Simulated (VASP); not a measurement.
Here is a VASP 6.6.1 calculation.

File INCAR:

```
SYSTEM = Ti
PREC     = Accurate       ! precision mode
ENCUT    = 520            ! plane-wave cutoff, eV
EDIFF    = 1E-7           ! SCF threshold, eV
ISMEAR   = 1              ! smearing method
SIGMA    = 0.05           ! smearing width, eV
LREAL    = .False.        ! projectors in reciprocal space
LASPH    = .True.         ! aspherical terms in the spheres
NELM     = 80             ! most SCF steps
ALGO     = Normal         ! electronic algorithm
ISIF     = 2              ! what is computed and relaxed
LWAVE    = .False.        ! write WAVECAR
LCHARG   = .True.         ! write CHGCAR
GGA      = CA             ! functional
LELF     = .True.         ! ELF
LVHAR    = .True.       
NBANDS   = 19             ! bands
```

The input KPOINTS:

```
regular mesh
0
Gamma
  9 9 5
  0 0 0
```

The input POSCAR:

```
Ti
1.0
    2.9194000000      0.0000000000      0.0000000000
   -1.4597000000      2.5282700000      0.0000000000
    0.0000000000      0.0000000000      4.7130000000
Ti
2
Direct
    0.6666666667      0.3333333333      0.2787400000
    0.3333333333      0.6666666667      0.7212600000
```

Potentials or basis: VASP PAW LDA potentials, release 64 (Ti_sv).

The run is started by

```sh
$ cat potpaw_LDA.64/Ti_sv/POTCAR > POTCAR
$ mpirun -np 1 vasp_std > vasp.out
```

**Question.** Predict the pressure.

**Answer.** -5.5 GPa.

**Question.** What does it give for the band gap on the k mesh?

**Answer.** Zero (band 12 reaches 8.71 eV, above the bottom of band 13 at 7.83 eV).

Stress tensor (GPa, compression positive):
```
-5.82  0.00  0.00
 0.00 -5.82  0.00
 0.00  0.00 -4.96
```

Caveat: forces of over 1 eV/Å act on the atoms, so gaps and moduli don't describe the material at rest.
